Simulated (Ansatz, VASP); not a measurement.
**Sc in VASP and in Ansatz**

File INCAR:

```
SYSTEM = Sc
PREC = Accurate
ENCUT = 520
EDIFF = 1E-7
ISMEAR = -1
SIGMA = 0.1
LREAL = .FALSE.
LASPH = .TRUE.
NELM = 100
ALGO = Normal
ISIF = 2
LWAVE = .FALSE.
LCHARG = .TRUE.
GGA = B5
ALDAX = 1.0
AGGAX = 1.0
AGGAC = 1.0
ALDAC = 0.0
LELF = .TRUE.
LVHAR = .TRUE.
NBANDS = 12
```

Contents of KPOINTS:

```
Automatic mesh
0
G
  13 13 13
  0 0 0
```

POSCAR

```
Sc
1.0
    0.0000000000      2.3535850674      2.3535850674
    2.3535850674      0.0000000000      2.3535850674
    2.3535850674      2.3535850674      0.0000000000
Sc
1
Direct
    0.0000000000      0.0000000000      0.0000000000
```

Input for Ansatz:

```yaml
crystal:
  lattice:
    - [0.0, 2.3535850674, 2.3535850674]
    - [2.3535850674, 0.0, 2.3535850674]
    - [2.3535850674, 2.3535850674, 0.0]
  atoms:
    - { symbol: Sc, position: [0.0, 0.0, 0.0] }
hamiltonian:
  xc: blyp
  pseudopotentials:
    kind: paw
    azcp:
      Sc: "pseudopotentials/Sc.paw.azcp"
basis:
  ecutwfc: 420
  fft_grid_basis: typed
kpoints:
  mp_grid: { grid: [13, 13, 13], shift: [0, 0, 0] }
magnetization:
  spin_polarized: false
scf:
  occupations: { method: fermi_dirac, width: 0.1 }
  lower_state_search: "off"
output:
  stress: true
```

Alike in both runs: task single point; functional BLYP; k mesh 13 × 13 × 13; occupations fermi-dirac, width 0.1 eV; no spin polarisation.

```csv
,VASP,Ansatz
version,VASP 6.6.1,Ansatz 0.2.0
potentials or method,"VASP PAW PBE potentials, release 64 (Sc_sv), cutoff 520 eV","plane waves (420 eV) with PAW, scalar-relativistic"
valence electrons in the cell,11,11
```

|  | VASP | Ansatz | Ansatz less VASP |
| --- | --- | --- | --- |
| pressure (GPa) | -1.8 | -1.8 | -0.01 |

VASP's potentials were made for PBE, not for BLYP. The functional is the same, so the differences come from potentials, cutoffs and numerics.
